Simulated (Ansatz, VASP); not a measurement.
# Li2TiO2: VASP beside Ansatz

```
Li Ti O
1.0
     4.61399    0.00000    0.00000
     0.00000    4.61399    0.00000
     0.00000    0.00000    3.73894
Li Ti O
2 1 2
Direct
  0.50000 0.00000 0.00000
  0.00000 0.50000 0.00000
  0.00000 0.00000 0.00000
  0.00000 0.00000 0.50000
  0.50000 0.50000 0.00000
```

Alike in both runs: functional PBE; k mesh 4 × 4 × 6; occupations gaussian, width 0.1 eV; collinear spin.

Ansatz relaxed the structure, and its values are those at the end. VASP's run is a single point on that final structure, the one shown.

|  | VASP | Ansatz |
| --- | --- | --- |
| version | VASP 6.6.1 | Ansatz 0.2.0 |
| potentials or method | VASP PAW PBE potentials, release 64 (Li_sv, Ti_sv, O), cutoff 520 eV | scalar-relativistic, plane waves, PAW |
| valence electrons in the cell | 30 | 30 |

Ansatz gave:

- gap on the k mesh at the Fermi level (eV): none
- net moment per atom (μB): 0.39
- size of the moment on the site where the two differ most (μB): 0.90

Question: Estimate VASP's values.

Answer: gap on the k mesh at the Fermi level (eV): none; net moment per atom (μB): 0.39; size of the moment on the site where the two differ most (μB): 1.40.

Site moments also hang on the region over which each program counts them. A gap of «none» marks a metal or a gap that the smearing closes.

Noted on VASP's run: the cutoff is short for stress, so the pressure is rough.
